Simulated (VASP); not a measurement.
# CsLiCr2Te2S3 (P3m1) in VASP: further runs, part 2 of 3

VASP 6.6.1. The steps go on from the part before.

## (3) Relaxation of cell and atoms, PBE, collinear spin, ferromagnetic start, target pressure 10 GPa, at which the enthalpy is minimised

INCAR reads:

```
SYSTEM = CsLiCr2Te2S3
ALGO = Normal ; EDIFF = 1E-7
EDIFFG = -0.01 ; ENCUT = 750
GGA = PE ; GGA_COMPAT = .False.
IBRION = 2 ; ISIF = 3
ISMEAR = -1 ; ISPIN = 2
KPAR = 4 ; LASPH = .True.
LCHARG = .False. ; LMAXMIX = 4
LORBIT = 11 ; LREAL = .False.
LWAVE = .False. ; MAGMOM = 0 0 3 3 0 0 0 0 0
NELM = 200 ; NELMIN = 4
NSW = 60 ; PREC = Accurate
PSTRESS = 100.0 ; SIGMA = 0.05
```

KPOINTS reads:

```
k-points
0
Gamma
  6 6 1
  0 0 0
```

POSCAR reads:

```
CsLiCr2Te2S3
1.0
    3.6035800000      0.0000000000      0.0000000000
   -1.8017900000      3.1207900000      0.0000000000
    0.0000000000      0.0000000000     19.0665100000
Cs Li Cr Te S
1 1 2 2 3
Direct
    0.0000000000      0.0000000000      0.3739900000
    0.6666700000      0.3333300000      0.0160700000
    0.0000000000      0.0000000000      0.8663700000
    0.3333300000      0.6666700000      0.1683300000
    0.3333300000      0.6666700000      0.5389100000
    0.6666700000      0.3333300000      0.7727600000
    0.0000000000      0.0000000000      0.1003000000
    0.3333300000      0.6666700000      0.9292000000
    0.6666700000      0.3333300000      0.2340800000
```

Potentials or basis: VASP PAW PBE potentials, release 64 (Cs_sv, Li_sv, Cr_pv, Te, S).

Run with:

```console
> cat potpaw_PBE.64/Cs_sv/POTCAR potpaw_PBE.64/Li_sv/POTCAR potpaw_PBE.64/Cr_pv/POTCAR potpaw_PBE.64/Te/POTCAR potpaw_PBE.64/S/POTCAR > POTCAR
> mpirun -np 4 vasp_std > vasp.out
```

It took 63 min on 4 MPI ranks of Intel Xeon 6975P-C (Granite Rapids), shared host; peak memory 0.92 GiB.

The run converged. Its results:

```
Free energy                                                : -45.3317 eV
Relaxed volume                                             : 19.35 Å³/atom
Relaxed cell                                               : a = 3.448 Å, b = 3.448 Å, c = 16.920 Å, α = 90.00°, β = 90.00°, γ = 120.00°
Space group after relaxing (to 0.1 Å)                      : P3m1 (No. 156)
Energy change on relaxing (the run minimises the enthalpy) : +98.1 meV/atom
Ionic steps                                                : 32
Pressure after relaxing                                    : 10.0 GPa
Largest force after relaxing                               : 0.008 eV/Å
Net moment                                                 : 5.73 μB per cell
Site moments                                               : Cs +0.00; Li -0.00; Cr +2.65, +2.84; Te +0.07, -0.12; S -0.03, -0.06, -0.05 μB
Valence electrons inside the program's atomic spheres      : Cs 6.65; Li 2.07; Cr 10.80, 10.73; Te 3.30, 3.42; S 3.80, 3.79 (each value once)
```

Forces in eV/Å, atoms in the order of the input:
```
Cs   0.000  0.000  0.001
Li   0.000  0.000 -0.002
Cr   0.000  0.000  0.008
Cr   0.000  0.000 -0.001
Te   0.000  0.000 -0.005
Te   0.000  0.000 -0.001
S    0.000  0.000 -0.003
S    0.000  0.000  0.003
S    0.000  0.000  0.001
```

Step by step:
```csv
step,energy change (eV),largest force (eV/Å),pressure (GPa),volume (Å³)
1,0.0000,0.0717,0.05,214.42
2,2.1068,2.6849,19.09,171.70
3,0.7616,1.3955,9.90,186.86
4,0.7804,0.8714,9.86,183.82
5,1.0060,0.6893,10.20,178.67
6,0.9677,0.6269,10.14,179.26
7,0.9318,0.5810,9.90,178.82
8,0.9338,1.0792,9.53,177.68
9,0.9559,0.9536,9.91,176.54
10,1.0881,0.5520,11.28,173.12
11,1.1429,0.5302,11.71,172.20
12,0.9902,0.4043,10.44,173.92
13,0.8860,0.4507,9.42,175.40
14,0.8993,0.3069,9.72,174.75
15,0.9657,0.2890,10.48,173.31
16,0.8899,0.2782,9.90,174.33
17,0.8303,0.2706,9.41,175.23
18,0.8982,0.1521,10.19,174.00
19,0.9036,0.1537,10.24,173.92
20,0.8725,0.0633,9.95,174.37
21,0.8646,0.0698,9.86,174.49
22,0.8893,0.0499,10.06,174.08
23,0.8970,0.0494,10.11,173.96
24,0.8824,0.0371,9.95,174.19
25,0.8830,0.0358,9.95,174.17
26,0.8897,0.0249,10.01,174.06
27,0.8935,0.0259,10.05,174.00
28,0.8840,0.0159,9.99,174.15
29,0.8799,0.0168,9.96,174.22
30,0.8874,0.0155,10.04,174.10
31,0.8849,0.0106,10.01,174.14
32,0.8829,0.0075,9.99,174.17
```

Final structure:
```cif
data_structure
_symmetry_space_group_name_H-M 'P 1'
_symmetry_Int_Tables_number 1
_cell_length_a 3.4477
_cell_length_b 3.4476
_cell_length_c 16.9202
_cell_angle_alpha 89.995
_cell_angle_beta 90.005
_cell_angle_gamma 120.003
_cell_volume 174.17
loop_
_atom_site_label
_atom_site_type_symbol
_atom_site_fract_x
_atom_site_fract_y
_atom_site_fract_z
_atom_site_occupancy
Cs1 Cs 0.00000 0.00000 0.39387 1
Li1 Li 0.66667 0.33333 0.00876 1
Cr1 Cr 0.00000 0.00000 0.85037 1
Cr2 Cr 0.33333 0.66667 0.17142 1
Te1 Te 0.33333 0.66667 0.56948 1
Te2 Te 0.66665 0.33335 0.74517 1
S1 S 0.99999 0.00001 0.09408 1
S2 S 0.33334 0.66666 0.92120 1
S3 S 0.66667 0.33333 0.24568 1
```

Levels at points of the mesh, in eV from the Fermi level:
Spin up:
| k point | band 34 | band 35 | band 36 | band 37 | band 38 | band 39 |
| --- | --- | --- | --- | --- | --- | --- |
| (0.00, 0.00, 0.00) | 0.61 | 0.61 | 1.56 | 1.85 | 1.85 | 2.25 |
| (0.50, 0.00, 0.00) | -1.03 | -0.76 | -0.58 | 0.30 | 0.62 | 1.56 |
| (0.50, 0.50, 0.00) | -1.03 | -0.76 | -0.58 | 0.30 | 0.62 | 1.56 |
Spin down:
```csv
k point,band 27,band 28,band 29,band 30,band 31,band 32,band 33,band 34
"(0.00, 0.00, 0.00)",-0.43,0.76,0.76,0.81,0.81,1.10,1.10,1.25
"(0.50, 0.00, 0.00)",-2.70,-2.44,-1.06,-1.00,0.06,0.42,0.46,0.96
"(0.50, 0.50, 0.00)",-2.70,-2.44,-1.07,-1.00,0.06,0.42,0.46,0.96
```

Caveat: the cell is relaxed towards a set pressure, so the run minimises the enthalpy, not the energy; the volume moved by over 15 % at a fixed basis, so the end points are rough; spin-orbit coupling is left out, which moves the levels of the heavy elements; only a ferromagnetic start was run, and an antiferromagnetic order may lie lower in energy. With open d or f shells a metallic result of PBE can be an artefact of self-interaction; +U or a hybrid may open a gap.

## (4) Single point, PBE, collinear spin, ferromagnetic start

This run uses another cell than the first one, of 20.73 Å³/atom.

INCAR reads:

```
SYSTEM = CsLiCr2Te2S3
PREC = Accurate ; ENCUT = 520
EDIFF = 1E-7 ; ISMEAR = -1
SIGMA = 0.05 ; LREAL = .False.
LASPH = .True. ; NELM = 150
ALGO = Normal ; ISIF = 2
LWAVE = .False. ; LCHARG = .True.
ISPIN = 2 ; MAGMOM = 0 0 3 3 0 0 0 0 0
LORBIT = 11 ; LMAXMIX = 4
GGA = PE ; LELF = .True.
LVHAR = .True. ; NBANDS = 47
```

KPOINTS reads:

```
regular mesh
0
Gamma
  6 6 1
  0 0 0
```

POSCAR reads:

```
CsLiCr2Te2S3
1.0
    3.5150548714      0.0000000000      0.0000000000
   -1.7575274357      3.0441268143      0.0000000000
    0.0000000000      0.0000000000     17.4354259714
Cs Li Cr Te S
1 1 2 2 3
Direct
    0.0000000000      0.0000000000      0.3906429748
    0.6666666667      0.3333333333      0.0096377391
    0.0000000000      0.0000000000      0.8524686096
    0.3333333333      0.6666666667      0.1711491954
    0.3333333333      0.6666666667      0.5651418571
    0.6666666667      0.3333333333      0.7503959929
    0.0000000000      0.0000000000      0.0963965352
    0.3333333333      0.6666666667      0.9209986729
    0.6666666667      0.3333333333      0.2431784231
```

Potentials or basis: VASP PAW PBE potentials, release 64 (Cs_sv, Li_sv, Cr_pv, Te, S).

Run with:

```console
> cat potpaw_PBE.64/Cs_sv/POTCAR potpaw_PBE.64/Li_sv/POTCAR potpaw_PBE.64/Cr_pv/POTCAR potpaw_PBE.64/Te/POTCAR potpaw_PBE.64/S/POTCAR > POTCAR
> mpirun -np 1 vasp_std > vasp.out
```

OUTCAR:

```text
SYSTEM = CsLiCr2Te2S3
   PREC = Accurate
   ENCUT = 520
   EDIFF = 1E-7
   ISMEAR = -1
   LREAL = .False.
   LASPH = .True.
   NELM = 150
   ISIF = 2
   ISPIN = 2
   LORBIT = 11
   GGA = PE

 ion  position               nearest neighbor table
   1  0.000  0.000  0.391-
   2  0.667  0.333  0.010-   7 2.53   7 2.53   7 2.53   8 2.55   8 2.55   8 2.55
   3  0.000  0.000  0.852-   8 2.36   8 2.36   8 2.36   6 2.70   6 2.70   6 2.70
   4  0.333  0.667  0.171-   9 2.39   9 2.39   9 2.39   7 2.41   7 2.41   7 2.41
   5  0.333  0.667  0.565-
   6  0.667  0.333  0.750-   3 2.70   3 2.70   3 2.70
   7  0.000  0.000  0.096-   4 2.41   4 2.41   4 2.41   2 2.53   2 2.53   2 2.53
   8  0.333  0.667  0.921-   3 2.36   3 2.36   3 2.36   2 2.55   2 2.55   2 2.55
   9  0.667  0.333  0.243-   4 2.39   4 2.39   4 2.39

  LATTYP: Found a hexagonal cell.
[... 906 lines left out ...]
     -0.00000      2.02942     16.05800        -0.000000      0.000000      0.010914
      1.75753      1.01471      4.23992        -0.000000     -0.000000     -0.016398
 -----------------------------------------------------------------------------------
    total drift:                               -0.000002      0.000001      0.000762

  FREE ENERGIE OF THE ION-ELECTRON SYSTEM (eV)
  ---------------------------------------------------
  free  energy   TOTEN  =       -45.8983101713 eV

  energy  without entropy=      -45.8780704297  energy(sigma->0) =      -45.88819030

 total charge

# of ion       s       p       d       tot
------------------------------------------
    1        1.842   4.691   0.103   6.636
    2        2.013   0.046   0.000   2.059
    3        0.282   6.275   4.168  10.725
    4        0.282   6.287   4.087  10.656
    5        1.418   1.829   0.024   3.272
    6        1.402   1.948   0.047   3.397
    7        1.325   2.457   0.000   3.781
    8        1.325   2.450   0.000   3.775
    9        1.329   2.446   0.000   3.775
--------------------------------------------------
tot         11.217  28.430   8.429  48.075

 magnetization (x)

# of ion       s       p       d       tot
------------------------------------------
    1        0.001  -0.001   0.002   0.001
    2        0.000  -0.001   0.000  -0.001
    3        0.038   0.030   2.639   2.707
    4        0.041   0.040   2.804   2.885
    5        0.005   0.062   0.002   0.068
    6       -0.003  -0.146   0.001  -0.147
    7       -0.003  -0.040   0.000  -0.043
    8       -0.005  -0.063   0.000  -0.068
    9       -0.004  -0.054   0.000  -0.058
--------------------------------------------------
tot          0.071  -0.173   5.447   5.345
```

OSZICAR:

```text
N       E                     dE             d eps       ncg     rms          rms(c)
DAV:   1     0.589943615672E+03    0.58994E+03   -0.31265E+04  1404   0.134E+03
DAV:   2     0.976484499042E+01   -0.58018E+03   -0.55243E+03  1449   0.337E+02
[... 17 lines left out ...]
DAV:  20    -0.458982928138E+02   -0.37440E-04   -0.16316E-05  1649   0.220E-02    0.183E-02
DAV:  21    -0.458983016876E+02   -0.88738E-05   -0.60929E-06  1633   0.149E-02    0.132E-02
DAV:  22    -0.458983073321E+02   -0.56445E-05   -0.47441E-06  1744   0.988E-03    0.846E-03
DAV:  23    -0.458983098540E+02   -0.25219E-05   -0.23028E-06  1555   0.700E-03    0.569E-03
DAV:  24    -0.458983101107E+02   -0.25665E-06   -0.37242E-07  1432   0.235E-03    0.333E-03
DAV:  25    -0.458983101713E+02   -0.60596E-07   -0.59679E-08   952   0.980E-04
   1 F= -.45898310E+02 E0= -.45888190E+02  d E =-.202397E-01  mag=     5.7333
```

Run time: 8.9 min. Hardware: 1 thread of AMD EPYC 7R13, shared host; peak memory 0.44 GiB.

Results:

```yaml
Free_energy: -45.8983 eV
Largest_force: 0.016 eV/Å
Net_moment: 5.73 μB per cell
Site_moments: Cs +0.00; Li -0.00; Cr +2.71, +2.88; Te +0.07, -0.15; S -0.04, -0.07, -0.06 μB
Valence_electrons_inside_the_program's_atomic_spheres: Cs 6.64; Li 2.06; Cr 10.72, 10.66; Te 3.27, 3.40; S 3.78, 3.77 (each value once)
```

Forces on the atoms (eV/Å):
```
Cs   0.000  0.000  0.011
Li   0.000  0.000 -0.003
Cr   0.000  0.000 -0.006
Cr   0.000  0.000 -0.008
Te   0.000  0.000  0.016
Te   0.000  0.000 -0.007
S    0.000  0.000  0.003
S    0.000  0.000  0.011
S    0.000  0.000 -0.016
```

Levels at points of the mesh, in eV from the Fermi level:
Spin up:
| k point | band 34 | band 35 | band 36 | band 37 | band 38 | band 39 |
| --- | --- | --- | --- | --- | --- | --- |
| (0.00, 0.00, 0.00) | 0.51 | 0.51 | 1.39 | 1.70 | 1.70 | 2.10 |
| (0.50, 0.00, 0.00) | -1.11 | -0.82 | -0.70 | 0.31 | 0.66 | 1.37 |
Spin down:
| k point | band 27 | band 28 | band 29 | band 30 | band 31 | band 32 | band 33 | band 34 |
| --- | --- | --- | --- | --- | --- | --- | --- | --- |
| (0.00, 0.00, 0.00) | -0.72 | 0.75 | 0.75 | 0.81 | 0.81 | 1.08 | 1.08 | 1.18 |
| (0.50, 0.00, 0.00) | -2.74 | -2.26 | -1.08 | -0.97 | 0.17 | 0.43 | 0.55 | 0.99 |

Caveat: the k points lie up to 0.36 Å⁻¹ apart; the cutoff is under 1.25 times the usual one of these potentials, so pressure, stress and relaxed cells hold a basis-set (Pulay) error; spin-orbit coupling is left out, which moves the levels of the heavy elements; only a ferromagnetic start was run, and an antiferromagnetic order may lie lower in energy. With open d or f shells a metallic result of PBE can be an artefact of self-interaction; +U or a hybrid may open a gap.

## (5) Single point, PBE, collinear spin, ferromagnetic start

This run uses another cell than the first one, of 21.97 Å³/atom.

INCAR reads:

```
SYSTEM = CsLiCr2Te2S3
PREC     = Accurate       ! precision mode
ENCUT    = 520            ! plane-wave cutoff, eV
EDIFF    = 1E-6           ! SCF threshold, eV
ISMEAR   = -1             ! smearing method
SIGMA    = 0.05           ! smearing width, eV
LREAL    = .False.        ! projectors in reciprocal space
LASPH    = .True.         ! aspherical terms in the spheres
NELM     = 150            ! most SCF steps
ALGO     = Normal         ! electronic algorithm
ISIF     = 2              ! what is computed and relaxed
LWAVE    = .False.        ! write WAVECAR
LCHARG   = .False.        ! write CHGCAR
ISPIN    = 2              ! spin polarisation
MAGMOM   = 0 0 3 3 0 0 0 0 0 ! initial moments
LORBIT   = 11             ! projections on sites
LMAXMIX  = 4              ! l up to which the mixer works
GGA      = PE             ! functional
NBANDS   = 47             ! bands
```

KPOINTS is that of step 4.

POSCAR reads:

```
CsLiCr2Te2S3
1.0
    3.5674035295      0.0000000000      0.0000000000
   -1.7837017648      3.0894620821      0.0000000000
    0.0000000000      0.0000000000     17.9429612001
Cs Li Cr Te S
1 1 2 2 3
Direct
    0.0000000000      0.0000000000      0.3867374800
    0.6666666667      0.3333333333      0.0109179447
    0.0000000000      0.0000000000      0.8552467018
    0.3333333333      0.6666666667      0.1706546066
    0.3333333333      0.6666666667      0.5594066834
    0.6666666667      0.3333333333      0.7563573815
    0.0000000000      0.0000000000      0.0983339867
    0.3333333333      0.6666666667      0.9218170646
    0.6666666667      0.3333333333      0.2405381505
```

Run with:

```console
> cat potpaw_PBE.64/Cs_sv/POTCAR potpaw_PBE.64/Li_sv/POTCAR potpaw_PBE.64/Cr_pv/POTCAR potpaw_PBE.64/Te/POTCAR potpaw_PBE.64/S/POTCAR > POTCAR
> mpirun -np 1 vasp_std > vasp.out
```

Wall time 7.2 min (1 thread of AMD EPYC 7R13, shared host); peak memory 0.44 GiB.

Results (log left out):

```yaml
Free_energy: -46.1384 eV
Largest_force: 0.016 eV/Å
Net_moment: 5.68 μB per cell
Site_moments: Cs +0.00; Li -0.00; Cr +2.75, +2.92; Te +0.03, -0.17; S -0.05, -0.07 (each value once) μB
Valence_electrons_inside_the_program's_atomic_spheres: Cs 6.62; Li 2.05; Cr 10.67, 10.60; Te 3.25, 3.38; S 3.77, 3.76 (each value once)
```

Forces in eV/Å, atoms in the order of the input:
```
Cs   0.000  0.000  0.002
Li   0.000  0.000  0.003
Cr   0.000  0.000  0.002
Cr   0.000  0.000 -0.006
Te   0.000  0.000  0.016
Te   0.000  0.000 -0.005
S    0.000  0.000 -0.004
S    0.000  0.000  0.005
S    0.000  0.000 -0.012
```

Levels at points of the mesh, in eV from the Fermi level:
Spin up:
```csv
k point,band 32,band 33,band 34,band 35,band 36,band 37,band 38,band 39,band 40,band 41
"(0.00, 0.00, 0.00)",-1.08,-0.44,0.45,0.45,1.29,1.64,1.64,2.01,2.01,2.79
"(0.50, 0.00, 0.00)",-1.39,-1.26,-1.11,-0.86,-0.78,0.34,0.72,1.27,1.41,1.68
```
Spin down:
| k point | band 26 | band 27 | band 28 | band 29 | band 30 | band 31 | band 32 | band 33 | band 34 | band 35 |
| --- | --- | --- | --- | --- | --- | --- | --- | --- | --- | --- |
| (0.00, 0.00, 0.00) | -1.18 | -0.93 | 0.72 | 0.72 | 0.87 | 0.87 | 1.11 | 1.11 | 1.14 | 1.69 |
| (0.50, 0.00, 0.00) | -2.80 | -2.72 | -2.08 | -1.09 | -0.95 | 0.28 | 0.40 | 0.65 | 1.04 | 1.64 |

Caveat: the cutoff is under 1.25 times the usual one of these potentials, so pressure, stress and relaxed cells hold a basis-set (Pulay) error; spin-orbit coupling is left out, which moves the levels of the heavy elements; only a ferromagnetic start was run, and an antiferromagnetic order may lie lower in energy.

## (6) Single point, PBE+D3(BJ), collinear spin, ferromagnetic start

This run uses another cell than the first one, of 22.00 Å³/atom.

INCAR reads:

```
ALGO = Normal ; EDIFF = 1E-6
ENCUT = 520 ; GGA = PE
ISIF = 2 ; ISMEAR = -1
ISPIN = 2 ; IVDW = 12
LASPH = True ; LCHARG = False
LMAXMIX = 4 ; LORBIT = 11
LREAL = False ; LWAVE = False
MAGMOM = 0 0 3 3 0 0 0 0 0 ; NBANDS = 47
NELM = 150 ; PREC = Accurate
SIGMA = 0.05
```

KPOINTS reads:

```
k-points
0
Gamma
  6 6 1
```

POSCAR reads:

```
CsLiCr2Te2S3
1.0
    3.5694875371      0.0000000000      0.0000000000
   -1.7847437686      3.0912668856      0.0000000000
    0.0000000000      0.0000000000     17.9422129392
Cs Li Cr Te S
1 1 2 2 3
Direct
    0.0000000000      0.0000000000      0.3870412589
    0.6666666667      0.3333333333      0.0162041141
    0.0000000000      0.0000000000      0.8533756346
    0.3333333333      0.6666666667      0.1710597801
    0.3333333333      0.6666666667      0.5596582168
    0.6666666667      0.3333333333      0.7513711690
    0.0000000000      0.0000000000      0.0988958319
    0.3333333333      0.6666666667      0.9219371150
    0.6666666667      0.3333333333      0.2404668795
```

Potentials or basis: VASP PAW PBE potentials, release 64 (Cs_sv, Li_sv, Cr_pv, Te, S).

Run with:

```console
> cat potpaw_PBE.64/Cs_sv/POTCAR potpaw_PBE.64/Li_sv/POTCAR potpaw_PBE.64/Cr_pv/POTCAR potpaw_PBE.64/Te/POTCAR potpaw_PBE.64/S/POTCAR > POTCAR
> mpirun -np 1 vasp_std > vasp.out
```

Run time: 3.5 min. Hardware: 1 thread of AMD EPYC 9R45 (Zen 5), shared host; peak memory 0.44 GiB.

The run converged. Its results:

- Free energy: -49.5478 eV
- Largest force: 0.019 eV/Å
- Net moment: 5.82 μB per cell
- Site moments: Cs +0.00; Li -0.00; Cr +2.85, +2.91; Te +0.04, -0.14; S -0.05, -0.07 (each value once) μB
- Valence electrons inside the program's atomic spheres: Cs 6.62; Li 2.05; Cr 10.63, 10.61; Te 3.26, 3.36; S 3.77, 3.75, 3.76
- Dispersion energy per atom: -0.381 eV

Forces in eV/Å, atoms in the order of the input:
```
Cs   0.000  0.000  0.004
Li   0.000  0.000  0.003
Cr   0.000  0.000 -0.003
Cr   0.000  0.000 -0.003
Te   0.000  0.000  0.016
Te   0.000  0.000 -0.002
S    0.000  0.000 -0.005
S    0.000  0.000  0.008
S    0.000  0.000 -0.019
```

Levels at points of the mesh, in eV from the Fermi level:
Spin up:
| k point | band 34 | band 35 | band 36 | band 37 | band 38 | band 39 |
| --- | --- | --- | --- | --- | --- | --- |
| (0.00, 0.00, 0.00) | 0.47 | 0.47 | 1.21 | 1.48 | 1.48 | 1.98 |
| (0.50, 0.00, 0.00) | -1.14 | -0.84 | -0.78 | 0.32 | 0.64 | 1.13 |
Spin down:
```csv
k point,band 26,band 27,band 28,band 29,band 30,band 31,band 32,band 33,band 34,band 35
"(0.00, 0.00, 0.00)",-1.36,-0.97,0.69,0.69,0.81,0.81,1.05,1.20,1.20,1.59
"(0.50, 0.00, 0.00)",-2.88,-2.86,-2.12,-1.10,-0.85,0.17,0.39,0.68,0.94,1.47
```

Caveat: the cutoff is under 1.25 times the usual one of these potentials, so pressure, stress and relaxed cells hold a basis-set (Pulay) error; spin-orbit coupling is left out, which moves the levels of the heavy elements; only a ferromagnetic start was run, and an antiferromagnetic order may lie lower in energy.

(Continued in part 3 of 3.)
